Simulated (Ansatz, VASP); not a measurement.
**Two plane-wave programs on Sr2MgO3**

The input POSCAR:

```
Sr2MgO3
1.0
   -1.7636976188      1.7636976188      7.2310459349
    1.7636976188     -1.7636976188      7.2310459349
    1.7636976188      1.7636976188     -7.2310459349
Mg O Sr
1 3 2
Direct
    0.0000000000      0.0000000000      0.0000000000
    0.8531400344      0.8531400344      0.0000000000
    0.1468599656      0.1468599656      0.0000000000
    0.5000000000      0.5000000000      0.0000000000
    0.3404377580      0.3404377580      0.0000000000
    0.6595622420      0.6595622420      0.0000000000
```

File INCAR.step1:

```
  PREC = Accurate
  ENCUT = 520
  ISMEAR = 0
  SIGMA = 0.01
  LREAL = F
  LASPH = T
  NELM = 60
  NBANDS = 29
  GGA = PE
  ALGO = Normal
  EDIFF = 1E-4
  LWAVE = T
  LCHARG = F
```

Contents of INCAR.step2:

```
  PREC = Accurate
  ENCUT = 520
  EDIFF = 1E-7
  ISMEAR = 0
  SIGMA = 0.01
  LREAL = F
  LASPH = T
  NELM = 60
  ALGO = Normal
  ISIF = 2
  LWAVE = F
  LCHARG = F
  METAGGA = R2SCAN
  LMIXTAU = T
  NBANDS = 29
  ISTART = 1
```

The input KPOINTS:

```
regular mesh
0
Gamma
  10 10 10
```

Input for Ansatz:

```yaml
crystal:
  lattice:
    - [-1.7636976188, 1.7636976188, 7.2310459349]
    - [1.7636976188, -1.7636976188, 7.2310459349]
    - [1.7636976188, 1.7636976188, -7.2310459349]
  atoms:
    - { symbol: Mg, position: [0.0, 0.0, 0.0] }
    - { symbol: O, position: [0.8531400344, 0.8531400344, 0.0] }
    - { symbol: Sr, position: [0.340437758, 0.340437758, 0.0] }
    - { symbol: O, position: [0.1468599656, 0.1468599656, 0.0] }
    - { symbol: Sr, position: [0.659562242, 0.659562242, 0.0] }
    - { symbol: O, position: [0.5, 0.5, 0.0] }
kpoints:
  mp_grid: { grid: [10, 10, 10] }
  band_path:
    path:
      - [0.0, 0.0, 0.0]
      - [0.0, 0.0, 0.5]
      - [0.25, 0.25, 0.25]
      - [0.0, 0.5, 0.0]
      - [0.5, 0.5, -0.5]
      - [0.2648725701, 0.7351274299, -0.2648725701]
      - [-0.2648725701, 0.2648725701, 0.2648725701]
      - [-0.0297451402, 0.0297451402, 0.5]
      - [0.5, 0.5, -0.0297451402]
      - [-0.020833, 0.020833, -0.020833]
    npoints: 1
hamiltonian:
  xc: r2scan
scf:
  occupations: { method: fixed }
  n_extra_bands: 5
output:
  forces: true
  stress: true
  eigenvalues: true
```

Alike in both runs: task single point; functional r2SCAN; k mesh 10 × 10 × 10; no spin polarisation.

```csv
,VASP,Ansatz
version,VASP 6.6.1,Ansatz 0.2.0
potentials or method,"VASP PAW PBE potentials, release 64 (Mg, O, Sr_sv)","plane waves, PAW"
plane-wave cutoff (eV),520,500
occupations,"gaussian, width 0.01 eV",fixed
valence electrons in the cell,40,48
```

Ansatz gave:

| Property | Result |
| --- | --- |
| gap on the k mesh at the Fermi level (eV) | 3.84 |
| pressure (GPa) | 0.0 |
| rms of the force components (eV/Å) | 0.000 |

Task: Estimate VASP's values.

Result: gap on the k mesh at the Fermi level (eV): 3.82; pressure (GPa): 0.5; rms of the force components (eV/Å): 0.027.

VASP's potentials were made for PBE, not for r2SCAN. VASP's potentials hold 40 valence electrons a cell and Ansatz's 48, so a difference there can come from the potentials and not from the codes.
